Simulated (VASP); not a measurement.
# Al (P6/mmm) in VASP: notebook

The runs below take Al through single point, with PBE0, PBEsol-based global hybrid.

Everything below comes from runs of VASP 6.6.1. Logs are shortened: lines on timing, memory, paths and dates and some standing lists are left out, and cuts for length are marked.

**1. The cell of the first run**

Symmetry: P6/mmm, No. 191, hexagonal system. The conventional cell has a = 4.535 Å, b = 4.535 Å, c = 2.781 Å, α = 90.00°, β = 90.00°, γ = 120.00°. Al (site symmetry -6m2) has 5 Al at 2.62 to 2.78 Å within 3.5 Å.

**2. Single point, PBE0**

POSCAR

```
Al
1.0
    4.5348066495      0.0000000000      0.0000000000
   -2.2674033248      3.9272577597      0.0000000000
    0.0000000000      0.0000000000      2.7808801969
Al
2
Direct
    0.3333333333      0.6666666667      0.0000000000
    0.6666666667      0.3333333333      0.0000000000
```

INCAR.step1

```
PREC = Accurate
ENCUT = 520
EDIFF = 1E-5
ISMEAR = -1
SIGMA = 0.05
LREAL = F
LASPH = T
NELM = 60
ALGO = Normal
ISIF = 2
LWAVE = T
LCHARG = F
NBANDS = 10
GGA = PE
```

INCAR.step2

```
PREC = Accurate
ENCUT = 520
EDIFF = 1E-6
ISMEAR = -1
SIGMA = 0.05
LREAL = F
LASPH = T
NELM = 60
ALGO = Normal
ISIF = 2
LWAVE = F
LCHARG = F
GGA = PE
LHFCALC = T
AEXX = 0.25
PRECFOCK = Normal
NBANDS = 10
ISTART = 1
```

KPOINTS

```
regular mesh
0
Gamma
  4 4 5
```

Potentials or basis: VASP PAW PBE potentials, release 64 (Al).

Run with:

```
> cat potpaw_PBE.64/Al/POTCAR > POTCAR
> cp INCAR.step1 INCAR
> mpirun -np 1 vasp_std > vasp.out
> cp INCAR.step2 INCAR
> mpirun -np 1 vasp_std > vasp.out
```

OUTCAR:

```text
PREC = Accurate
   ENCUT = 520
   EDIFF = 1E-6
   ISMEAR = -1
   LREAL = F
   LASPH = T
   NELM = 60
   ISIF = 2
   GGA = PE
   LHFCALC = T
   AEXX = 0.25
   PRECFOCK = Normal
   ISTART = 1

 ion  position               nearest neighbor table
   1  0.333  0.667  0.000-   2 2.62   2 2.62   2 2.62
   2  0.667  0.333  0.000-   1 2.62   1 2.62   1 2.62

  LATTYP: Found a hexagonal cell.
 ALAT       =     4.5348066495
 C/A-ratio  =     0.6132301577

  Lattice vectors:

 A1 = (   4.5348066495,   0.0000000000,   0.0000000000)
 A2 = (  -2.2674033248,   3.9272577597,   0.0000000000)
 A3 = (   0.0000000000,   0.0000000000,   2.7808801969)

Analysis of symmetry for initial positions (statically):
=====================================================================
 Subroutine PRICEL returns:
 Original cell was already a primitive cell.

 Routine SETGRP: Setting up the symmetry group for a
 hexagonal supercell.

 Subroutine GETGRP returns: Found 24 space group operations
 (whereof 24 operations were pure point group operations)
 out of a pool of 24 trial point group operations.

The static configuration has the point symmetry D_6h.

Analysis of symmetry for dynamics (positions and initial velocities):
=====================================================================
 Subroutine PRICEL returns:
 Original cell was already a primitive cell.

 Routine SETGRP: Setting up the symmetry group for a
 hexagonal supercell.

 Subroutine GETGRP returns: Found 24 space group operations
 (whereof 24 operations were pure point group operations)
 out of a pool of 24 trial point group operations.

The dynamic configuration has the point symmetry D_6h.

 Subroutine INISYM returns: Found 24 space group operations
 (whereof 24 operations are pure point group operations),
 and found     1 'primitive' translations

----------------------------------------------------------------------------------------

                                     Primitive cell

  volume of cell :      49.5257

  direct lattice vectors                    reciprocal lattice vectors
     4.534806650  0.000000000  0.000000000     0.220516568  0.127315300  0.000000000
    -2.267403325  3.927257760  0.000000000     0.000000000  0.254630600  0.000000000
     0.000000000  0.000000000  2.780880197     0.000000000  0.000000000  0.359598375

  length of vectors
     4.534806650  4.534806650  2.780880197     0.254630600  0.254630600  0.359598375

  position of ions in fractional coordinates (direct lattice)
     0.333333333  0.666666667  0.000000000
     0.666666667  0.333333333  0.000000000

  ion indices of the primitive-cell ions
   primitive index   ion index
                 1           1
                 2           2

----------------------------------------------------------------------------------------

 KPOINTS: regular mesh

Automatic generation of k-mesh.
 Grid dimensions read from file:
 generate k-points for:    4    4    5

 Generating k-lattice:

  Cartesian coordinates                     Fractional coordinates (reciprocal lattice)
     0.055129142  0.031828825  0.000000000     0.250000000 -0.000000000  0.000000000
     0.000000000  0.063657650  0.000000000     0.000000000  0.250000000  0.000000000
     0.000000000  0.000000000  0.071919675     0.000000000  0.000000000  0.200000000

  Length of vectors
     0.063657650  0.063657650  0.071919675

  Shift w.r.t. Gamma in fractional coordinates (k-lattice)
     0.000000000  0.000000000  0.000000000

 Subroutine IBZKPT returns following result:
 ===========================================

 Found     12 irreducible k-points:

 Following reciprocal coordinates:
            Coordinates               Weight
  0.000000  0.000000  0.000000      1.000000
  0.250000 -0.000000  0.000000      6.000000
  0.500000 -0.000000  0.000000      3.000000
  0.250000  0.250000  0.000000      6.000000
  0.000000  0.000000  0.200000      2.000000
  0.250000 -0.000000  0.200000     12.000000
  0.500000 -0.000000  0.200000      6.000000
  0.250000  0.250000  0.200000     12.000000
  0.000000  0.000000  0.400000      2.000000
  0.250000 -0.000000  0.400000     12.000000
  0.500000 -0.000000  0.400000      6.000000
  0.250000  0.250000  0.400000     12.000000
   k-points           NKPTS =     12   k-points in BZ     NKDIM =     80   number of bands    NBANDS=     10
   number of dos      NEDOS =    301   number of ions     NIONS =      2
   total plane-waves  NPLWV =  31104
   dimension x,y,z NGX =    36 NGY =   36 NGZ =   24
   dimension x,y,z NGXF=    72 NGYF=   72 NGZF=   48
   ions per type =               2
   NGX,Y,Z   is equivalent  to a cutoff of  13.20, 13.20, 14.35 a.u.
   NGXF,Y,Z  is equivalent  to a cutoff of  26.40, 26.40, 28.70 a.u.
 SYSTEM =  unknown system
   PREC   = accura    normal or accurate (medium, high low for compatibility)
   ISTART =      1    job   : 0-new  1-cont  2-samecut
   ICHARG =      0    charge: 1-file 2-atom 10-const
   ISPIN  =      1    spin polarized calculation?
   LNONCOLLINEAR =      F non collinear calculations
   LSORBIT =      F    spin-orbit coupling
   LASPH  =      T    aspherical Exc in radial PAW
   ENCUT  =  520.0 eV  38.22 Ry    6.18 a.u.   8.43  8.43  5.17*2*pi/ulx,y,z
   NELM   =     60;   NELMIN=  2; NELMDL=  0     # of ELM steps
   EDIFF  = 0.1E-05   stopping-criterion for ELM
   LREAL  =      F    real-space projection
   EDIFFG = 0.1E-04   stopping-criterion for IOM
   NSW    =      0    number of steps for IOM
   IBRION =     -1    ionic relax: 0-MD 1-quasi-New 2-CG
   NFREE  =      0    steps in history (QN), initial steepest desc. (CG)
   ISIF   =      2    stress and relaxation
   ISYM   =      3    0-nonsym 1-usesym 2-fastsym
   POTIM  = 0.5000    time-step for ionic-motion
   TEBEG  =    0.0;   TEEND  =   0.0 temperature during run
   PSTRESS=    0.0 pullay stress
   NELECT =       6.0000    total number of electrons
   NUPDOWN=      -1.0000    fix difference up-down
   EMIN   =  10.00;   EMAX   =-10.00  energy-range for DOS
   EFERMI =   0.00;   METHOD = LEGACY
   ISMEAR =    -1;   SIGMA  =   0.05  broadening in eV -4-tet -1-fermi 0-gaus
   EFERMI_NEDOS =   21; number of points for ismear=-14 and -15
   IALGO  =     38    algorithm
   IMIX   =      1    mixing-type and parameters
     AMIX     =   0.40;   BMIX     =  1.00
     AMIX_MAG =   1.60;   BMIX_MAG =  1.00
  volume/ion in A,a.u.               =      24.76       167.11
  Fermi-wavevector in a.u.,A,eV,Ry     =   0.810056  1.530784  8.928019  0.656191
  Thomas-Fermi vector in A             =   1.919161
   LORBIT       =      0    0 simple, 1 ext, 2 COOP (PROOUT), +10 PAW based schemes
   GGA     = PE    functional components
   LHFCALC =     T    Hartree Fock is set to
   PRECFOCK=normal    Normal, Fast or Accurate (Low or Medium for compatibility)
   ENCUT4O =  -1.0   cutoff for four orbital integrals eV
   NKREDX  =     1    reduce k-point grid by
   NKREDY  =     1    reduce k-point grid by
   NKREDZ  =     1    reduce k-point grid by
   AEXX    =    0.2500 exact exchange contribution
   HFSCREEN=    0.0000 screening length (either q_TF or 0.3 A-1)
   HFSCREENC=   0.0000 screening length for correlation (either q_TF or 0.3 A-1)
   ENCUTFOCK=  -1.0 apply spherical cutoff to Coloumb kernel
   IVDW    =     0    specifies the selected vdW correction
   LEPSILON=     F    determine dielectric tensor
   LRPA    =     F    only Hartree local field effects (RPA)
 non-spin polarized calculation
  energy-cutoff  :      520.00
  volume of cell :       49.53
 maximum number of plane-waves:      1354
 NGX is ok and might be reduce to    36
  NGX = 28; NGY = 28; NGZ = 16

 number of electron       6.0000000 magnetization

 Free energy of the ion-electron system (eV)
  ---------------------------------------------------
  ext. energy  EPLUGINS =         0.00000000
  ---------------------------------------------------
  free energy    TOTEN  =        -7.67036340 eV

  energy without entropy =       -7.65988726  energy(sigma->0) =       -7.66512533

 E-fermi :   3.6851     XC(G=0):  -6.7126

 val. band max:        3.3451894261   @ k =   0.0000   0.0000   0.0000
 cond. band min:       3.7025917695   @ k =   0.2500   0.2500   0.4000
 fundamental gap:      0.3574023434
 Fermi energy:         3.6850551398

 k-point     1 :       0.0000    0.0000    0.0000
  band No.  band energies     occupation
      1      -6.6180      2.00000
      2       2.5506      2.00000
      3       2.5506      2.00000
      4       3.3452      1.99777
      5       6.8857      0.00000
      6       6.8857      0.00000
      7      10.2148      0.00000
      8      14.0812      0.00000
      9      14.7908      0.00000
     10      20.8186      0.00000

 k-point     2 :       0.2500   -0.0000    0.0000
  band No.  band energies     occupation
      1      -6.0233      2.00000
      2      -0.8575      2.00000
      3       1.7700      2.00000
      4       5.1161      0.00000
      5       8.2675      0.00000
      6       8.7976      0.00000
      7      12.9369      0.00000
      8      14.5414      0.00000
      9      14.8802      0.00000
     10      17.8577      0.00000

 k-point     3 :       0.5000   -0.0000    0.0000
  band No.  band energies     occupation
      1      -4.7984      2.00000
      2      -3.2275      2.00000
      3       1.2570      2.00000
      4       4.5917      0.00000
      5      12.1163      0.00000
      6      12.4676      0.00000
      7      12.6168      0.00000
      8      12.9161      0.00000
      9      15.4572      0.00000
     10      16.7520      0.00000
[... 92 lines left out ...]
 k-point    11 :       0.5000   -0.0000    0.4000
  band No.  band energies     occupation
      1      -1.4152      2.00000
      2       0.1623      2.00000
      3       2.9233      2.00000
      4       4.9657      0.00000
      5       4.9778      0.00000
      6       8.0869      0.00000
      7      10.0891      0.00000
      8      11.7596      0.00000
      9      15.2510      0.00000
     10      15.4415      0.00000

 k-point    12 :       0.2500    0.2500    0.4000
  band No.  band energies     occupation
      1      -1.5321      2.00000
      2       0.6188      2.00000
      3       2.8082      2.00000
      4       3.7026      0.82641
      5       5.3713      0.00000
      6       8.8806      0.00000
      7      10.8326      0.00000
      8      11.0900      0.00000
      9      14.4561      0.00000
     10      14.7933      0.00000

------------------------ aborting loop because EDIFF is reached ----------------------------------------

  FORCE on cell =-STRESS in cart. coord.  units (eV):
  Direction    XX          YY          ZZ          XY          YZ          ZX
  --------------------------------------------------------------------------------------
  -------------------------------------------------------------------------------------
  Total       -0.4712290     -0.4712290      0.7061320      0.0000000     -0.0000000      0.0000000
  in kB      -15.2444621    -15.2444621     22.8436786      0.0000000     -0.0000000      0.0000000
  external PRESSURE =      -2.5484152 kB  Pullay stress =       0.0000000 kB

 VOLUME and BASIS-vectors are now :
 -----------------------------------------------------------------------------
  energy-cutoff  :      520.00
  volume of cell :       49.53
      direct lattice vectors                 reciprocal lattice vectors
     4.534806650  0.000000000  0.000000000     0.220516568  0.127315300  0.000000000
    -2.267403325  3.927257760  0.000000000     0.000000000  0.254630600  0.000000000
     0.000000000  0.000000000  2.780880197     0.000000000  0.000000000  0.359598375

 POSITION                                       TOTAL-FORCE (eV/Angst)
 -----------------------------------------------------------------------------------
     -0.00000      2.61817      0.00000         0.000000      0.000000     -0.000000
      2.26740      1.30909      0.00000        -0.000000     -0.000000      0.000000
 -----------------------------------------------------------------------------------
    total drift:                                0.000000     -0.000000     -0.000000

  FREE ENERGIE OF THE ION-ELECTRON SYSTEM (eV)
  ---------------------------------------------------
  free  energy   TOTEN  =        -7.6703633999 eV

  energy  without entropy=       -7.6598872562  energy(sigma->0) =       -7.66512533
```

It took 2.2 min on 1 thread of Intel Xeon 6975P-C (Granite Rapids), shared host; peak memory 0.16 GiB.

What came out:

| Item | Value |
| --- | --- |
| Free energy | -7.6704 eV |
| Pressure | -0.3 GPa |
| Band gap on the k mesh | zero (band 3 reaches 6.12 eV, above the bottom of band 4 at 3.35 eV) |

Stress tensor (GPa, compression positive):
```
-1.52  0.00  0.00
 0.00 -1.52  0.00
 0.00  0.00  2.28
```

Caveat: the k points lie up to 0.45 Å⁻¹ apart; the PAW data sets were made with another functional, which shifts forces and pressure a little.

**3. Single point, PBEsol-based global hybrid**

This run uses another cell than the first one, of 24.41 Å³/atom, 0.986 times its volume.

POSCAR

```
Al
1.0
    4.5138656258      0.0000000000      0.0000000000
   -2.2569328129      3.9091223012      0.0000000000
    0.0000000000      0.0000000000      2.7670360854
Al
2
Direct
    0.3333333333      0.6666666667      0.0000000000
    0.6666666667      0.3333333333      0.0000000000
```

Edit INCAR.step1 of step 2 so:

```diff
@@ -12,3 +12,3 @@
 LCHARG = F
+GGA = PE
 NBANDS = 10
-GGA = PE
```

Edit INCAR.step2 of step 2 so:

```diff
@@ -12,3 +12,3 @@
 LCHARG = F
-GGA = PE
+GGA = PS
 LHFCALC = T
@@ -16,3 +16,3 @@
 PRECFOCK = Normal
+ISTART = 1
 NBANDS = 10
-ISTART = 1
```

KPOINTS

```
Automatic mesh
0
Gamma
  4 4 5
```

Potentials or basis: VASP PAW PBE potentials, release 64 (Al).

Run with:

```
> cat potpaw_PBE.64/Al/POTCAR > POTCAR
> cp INCAR.step1 INCAR
> mpirun -np 1 vasp_std > vasp.out
> cp INCAR.step2 INCAR
> mpirun -np 1 vasp_std > vasp.out
```

Wall time 2.9 min (1 thread of Intel Xeon 6975P-C (Granite Rapids), shared host); peak memory 0.16 GiB.

Results (log left out):

```
Free energy            : -8.0173 eV
Pressure               : -0.2 GPa
Band gap on the k mesh : zero (band 3 reaches 6.21 eV, above the bottom of band 4 at 3.45 eV)
```

Stress tensor (GPa, compression positive):
```
-1.51  0.00  0.00
 0.00 -1.51  0.00
 0.00  0.00  2.38
```

Levels at points of the mesh, in eV from the Fermi level:
| k point | band 1 | band 2 | band 3 | band 4 | band 5 | band 6 |
| --- | --- | --- | --- | --- | --- | --- |
| (0.00, 0.00, 0.00) | -10.36 | -1.12 | -1.12 | -0.28 | 3.20 | 3.20 |
| (0.50, 0.00, 0.00) | -8.51 | -6.94 | -2.43 | 0.87 | 8.51 | 8.82 |

Caveat: the k points lie up to 0.45 Å⁻¹ apart; the PAW data sets were made with another functional, which shifts forces and pressure a little.

**4. Single point, PBEsol-based global hybrid**

This run uses another cell than the first one, of 23.78 Å³/atom, 0.960 times its volume.

POSCAR

```
Al
1.0
    4.4916000000      0.0000000000      0.0000000000
   -2.2458000000      3.8898400000      0.0000000000
    0.0000000000      0.0000000000      2.7226000000
Al
2
Direct
    0.3333300000      0.6666700000      0.0000000000
    0.6666700000      0.3333300000      0.0000000000
```

INCAR.step1

```
PREC = Accurate
ENCUT = 520
EDIFF = 1E-5
ISMEAR = -1
SIGMA = 0.05
LREAL = False
LASPH = True
NELM = 100
ALGO = Normal
ISIF = 2
LWAVE = True
LCHARG = False
NBANDS = 10
GGA = PE
```

INCAR.step2

```
PREC = Accurate
ENCUT = 520
EDIFF = 1E-6
ISMEAR = -1
SIGMA = 0.05
LREAL = False
LASPH = True
NELM = 100
ALGO = Normal
ISIF = 2
LWAVE = False
LCHARG = False
GGA = PS
LHFCALC = True
AEXX = 0.25
PRECFOCK = Normal
NBANDS = 10
ISTART = 1
```

KPOINTS

```
regular mesh
0
Gamma
  4 4 5
```

Run with:

```
> cat potpaw_PBE.64/Al/POTCAR > POTCAR
> cp INCAR.step1 INCAR
> mpirun -np 1 vasp_std > vasp.out
> cp INCAR.step2 INCAR
> mpirun -np 1 vasp_std > vasp.out
```

Wall time 5.1 min (1 thread of Intel Xeon 6975P-C (Granite Rapids), shared host); peak memory 0.16 GiB.

The run converged. Its results:

| Quantity | Value |
| --- | --- |
| Free energy | -8.0236 eV |
| Pressure | 1.2 GPa |
| Band gap on the k mesh | zero (band 3 reaches 6.45 eV, above the bottom of band 4 at 3.64 eV) |

Stress tensor (GPa, compression positive):
```
0.45 0.00 0.00
0.00 0.45 0.00
0.00 0.00 2.73
```

Levels at points of the mesh, in eV from the Fermi level:
```csv
k point,band 1,band 2,band 3,band 4,band 5,band 6
"(0.00, 0.00, 0.00)",-10.67,-1.45,-1.45,-0.46,2.98,2.98
"(0.50, 0.00, 0.00)",-8.81,-7.24,-2.70,0.64,8.40,8.68
"(0.50, 0.50, 0.00)",-8.81,-7.24,-2.70,0.64,8.40,8.68
```

Caveat: the k points lie up to 0.46 Å⁻¹ apart; the PAW data sets were made with another functional, which shifts forces and pressure a little.

**5. Summary**

```csv
level,cell,share of exact exchange,gap on the mesh (eV),pressure (GPa)
PBE0,"a = 4.535, b = 4.535, c = 2.781 Å, angles 90.0, 90.0, 120.0°, 2 atoms",-,none,-0.3
PBEsol-based global hybrid,"a = 4.514, b = 4.514, c = 2.767 Å, angles 90.0, 90.0, 120.0°, 2 atoms",0.25,none,-0.2
PBEsol-based global hybrid,"a = 4.492, b = 4.492, c = 2.723 Å, angles 90.0, 90.0, 120.0°, 2 atoms",0.25,none,1.2
```

Alike in all rows: task single point; potentials or basis VASP PAW PBE potentials, release 64 (Al); no spin polarisation; k mesh 4 × 4 × 5; cutoff (eV) 520; smearing fermi-dirac 0.05 eV.

Caveats: all runs use coarse meshes; the PAW data sets were made with another functional, which shifts forces and pressure a little.

Absolute energies hang on the potentials; compare differences alone.
